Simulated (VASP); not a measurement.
A run of VASP 6.6.1 is set up as follows.

INCAR

```
SYSTEM = AlIr
PREC = Accurate ; ENCUT = 600
EDIFF = 1E-6 ; ISMEAR = -1
SIGMA = 0.1 ; LREAL = .False.
LASPH = .True. ; NELM = 80
ALGO = Normal ; ISIF = 3
LWAVE = .False. ; LCHARG = .False.
GGA = CA ; IBRION = 2
NSW = 100 ; EDIFFG = -0.002
PSTRESS = 50.0
```

File KPOINTS:

```
regular mesh
0
Gamma
  14 14 14
  0 0 0
```

Contents of POSCAR:

```
AlIr
1.0
    2.9697314271      0.0000000000      0.0000000000
    0.0000000000      2.9697314271      0.0000000000
    0.0000000000      0.0000000000      2.9697314271
Al Ir
1 1
Direct
    0.0000000000      0.0000000000      0.0000000000
    0.5000000000      0.5000000000      0.5000000000
```

Potentials or basis: VASP PAW LDA potentials, release 64 (Al, Ir).

The run is started by

```bash
$ cat potpaw_LDA.64/Al/POTCAR potpaw_LDA.64/Ir/POTCAR > POTCAR
$ mpirun -np 1 vasp_std > vasp.out
```

Problem. Predict the relaxed volume.

Solution. 12.92 Å³/atom.

Problem. What does it give for the relaxed cell?

Solution. a = 2.956 Å, b = 2.956 Å, c = 2.956 Å, α = 90.00°, β = 90.00°, γ = 90.00°.

Final structure:
```yaml
crystal:
  lattice:
    - [2.95627, 0.00000, 0.00000]
    - [0.00000, 2.95627, 0.00000]
    - [0.00000, 0.00000, 2.95627]
  atoms:
    - { symbol: Al, position: [0.00000, 0.00000, 0.00000] }
    - { symbol: Ir, position: [0.50000, 0.50000, 0.50000] }
```

Caveat: the cell is relaxed towards a set pressure, so the enthalpy falls and the energy may rise.
